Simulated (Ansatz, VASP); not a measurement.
**Te2Mo in VASP and in Ansatz**

Contents of POSCAR:

```
Te2Mo
1.0
    6.3616090156      0.0000000000      0.0000000000
    0.0000000000      3.4804030600      0.0000000000
   -0.0857412231      0.0000000000     36.1758904685
Te Mo
4 2
Direct
    0.4292511000      0.7500000000      0.5407035800
    0.5707489000      0.2500000000      0.4592964200
    0.9208478700      0.2500000000      0.5565273200
    0.0791521300      0.7500000000      0.4434726800
    0.1813475600      0.2500000000      0.4974653700
    0.8186524400      0.7500000000      0.5025346300
```

The input INCAR.step1:

```
ALGO     = Normal         # electronic algorithm
EDIFF    = 1E-5           # SCF threshold, eV
ENCUT    = 520            # plane-wave cutoff, eV
GGA      = PE             # functional
ISIF     = 2              # what is computed and relaxed
ISMEAR   = -1             # smearing method
LASPH    = True           # aspherical terms in the spheres
LCHARG   = False          # write CHGCAR
LREAL    = False          # projectors in reciprocal space
LUSENCCL = False        
LWAVE    = True           # write WAVECAR
NBANDS   = 35             # bands
NELM     = 100            # most SCF steps
PREC     = Accurate       # precision mode
SIGMA    = 0.05           # smearing width, eV
```

File INCAR.step2:

```
AEXX     = 0.5            # exact-exchange fraction
AGGAC    = 1.0          
AGGAX    = 0.5          
ALDAC    = 0.0          
ALDAX    = 0.5          
ALGO     = Normal         # electronic algorithm
EDIFF    = 1E-6           # SCF threshold, eV
ENCUT    = 520            # plane-wave cutoff, eV
GGA      = B5             # functional
ISIF     = 2              # what is computed and relaxed
ISMEAR   = -1             # smearing method
ISTART   = 1            
LASPH    = True           # aspherical terms in the spheres
LCHARG   = False          # write CHGCAR
LHFCALC  = True           # exact exchange
LREAL    = False          # projectors in reciprocal space
LUSENCCL = False        
LWAVE    = False          # write WAVECAR
NBANDS   = 35             # bands
NELM     = 100            # most SCF steps
PREC     = Accurate       # precision mode
PRECFOCK = Fast         
SIGMA    = 0.05           # smearing width, eV
```

The input KPOINTS:

```
k-points
0
Gamma
  3 5 1
```

The input input.yaml:

```yaml
crystal:
  lattice:
    - [6.3616090156, 0.0, 0.0]
    - [0.0, 3.48040306, 0.0]
    - [-0.0857412231, 0.0, 36.1758904685]
  atoms:
    - { symbol: Te, position: [0.4292511, 0.75, 0.54070358] }
    - { symbol: Te, position: [0.5707489, 0.25, 0.45929642] }
    - { symbol: Te, position: [0.92084787, 0.25, 0.55652732] }
    - { symbol: Te, position: [0.07915213, 0.75, 0.44347268] }
    - { symbol: Mo, position: [0.18134756, 0.25, 0.49746537] }
    - { symbol: Mo, position: [0.81865244, 0.75, 0.50253463] }
hamiltonian:
  xc: { name: BHLYP }
  pseudopotentials: { kind: paw }
kpoints:
  mp_grid: { grid: [3, 5, 1] }
scf:
  occupations: { method: fermi_dirac, width: 0.05 }
output:
  forces: true
  stress: true
  eigenvalues: true
```

Alike in both runs: task single point; functional BHLYP; k mesh 3 × 5 × 1; occupations fermi-dirac, width 0.05 eV; no spin polarisation.

```csv
,VASP,Ansatz
version,VASP 6.6.1,Ansatz 0.2.0
potentials or method,"VASP PAW PBE potentials, release 64 (Te, Mo_sv)",Ansatz PAW
plane-wave cutoff (eV),520,420
valence electrons in the cell,52,92
```

|  | VASP | Ansatz | Ansatz less VASP |
| --- | --- | --- | --- |
| gap on the k mesh at the Fermi level (eV) | 1.66 | 1.54 | -0.123 |
| least direct gap on the mesh (eV) | 2.17 | 2.03 | -0.142 |
| rms of the force components (eV/Å) | 0.179 | 0.164 | -0.0157 |

VASP's potentials were made for PBE, not for BHLYP. Atom by atom the forces differ by 0.030 eV/Å (rms over components). VASP's potentials hold 52 valence electrons a cell and Ansatz's 92, so a difference there can come from the potentials and not from the codes.

Spin-orbit coupling is off throughout. Noted on Ansatz's run: odd divisions of the mesh miss points on the zone boundary, where band edges often lie, so the gap on the mesh can be too wide.
